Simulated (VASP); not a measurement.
Runs of VASP 6.6.1 on SnO2. The structure is that of space group I4_1/amd (No. 141), or close to it. The cells are those of the table. 

```tsv
cell	gap on the mesh (eV)	pressure (GPa)	largest force (eV/Å)
a = 5.422 Å, angles 136.0, 136.0, 64.0°, 6 atoms	2.08	12.0	0.05
a = 6.154 Å, angles 140.0, 140.0, 57.9°, 6 atoms	0.43	-15.3	0.04
a = 5.857 Å, angles 136.0, 136.0, 64.0°, 6 atoms	0.95	(a)	0.06
a = 6.346 Å, angles 143.7, 143.7, 52.3°, 6 atoms	(b)	-9.2	-
a = 5.858 Å, angles 138.0, 138.0, 60.9°, 6 atoms	1.09	-8.9	0.04
```

Alike in all rows: task single point; level PBEsol; potentials or basis VASP PAW PBE potentials, release 64 (Sn_d, O); no spin polarisation; k mesh 10 × 10 × 10; cutoff (eV) 520; smearing gaussian 0.05 eV.

**Question.** Estimate the missing entries.

**Answer.** (a) -13.0; (b) 0.60.

Caveats: the PAW data sets were made with another functional, which shifts forces and pressure a little; spin-orbit coupling is left out, which moves the levels of the heavy elements.

A k mesh can miss the band edges, and the runs leave out spin-orbit coupling on Sn.
